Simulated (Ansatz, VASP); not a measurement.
## One calculation of NaB, two programs

Contents of INCAR:

```
SYSTEM = NaB
PREC = Accurate
ENCUT = 520
EDIFF = 1E-6
ISMEAR = 0
SIGMA = 0.05
LREAL = .False.
LASPH = .True.
NELM = 80
ALGO = Normal
ISIF = 2
LWAVE = .False.
LCHARG = .True.
GGA = PS
LELF = .True.
LVHAR = .True.
NBANDS = 12
```

File KPOINTS:

```
regular mesh
0
Gamma
  11 11 11
  0 0 0
```

File POSCAR:

```
NaB
1.0
    3.7955640000      0.0000000000      0.0000000000
    1.8977820000      3.2870548457      0.0000000000
    1.8977820000      1.0956849486      3.0990650287
Na B
1 1
Direct
    0.0000000000      0.0000000000      0.0000000000
    0.5000000000      0.5000000000      0.5000000000
```

Input for Ansatz:

```yaml
crystal:
  lattice:
    - [3.795564, 0.0, 0.0]
    - [1.8977820000000005, 3.287054845689679, 0.0]
    - [1.8977820000000005, 1.0956849485632265, 3.099065028692363]
  atoms:
    - { symbol: Na, position: [0.0, 0.0, 0.0] }
    - { symbol: B, position: [0.5, 0.5000000000000001, 0.49999999999999994] }
kpoints:
  mp_grid:
    grid: [11, 11, 11]
hamiltonian:
  xc: pbesol
scf:
  occupations:
    method: gaussian
    width: 0.05
output:
  stress: true
```

Alike in both runs: task single point; functional PBEsol; k mesh 11 × 11 × 11; occupations gaussian, width 0.05 eV; no spin polarisation.

|  | VASP | Ansatz |
| --- | --- | --- |
| version | VASP 6.6.1 | Ansatz 0.2.0 |
| potentials or method | VASP PAW PBE potentials, release 64 (Na_pv, B) | plane waves, PAW |
| plane-wave cutoff (eV) | 520 | 420 |
| valence electrons in the cell | 10 | 12 |

```csv
,VASP,Ansatz,Ansatz less VASP
pressure (GPa),-0.9,-0.9,-0.07
```

VASP's potentials were made for PBE, not for PBEsol. VASP's potentials hold 10 valence electrons a cell and Ansatz's 12, so a difference there can come from the potentials and not from the codes.
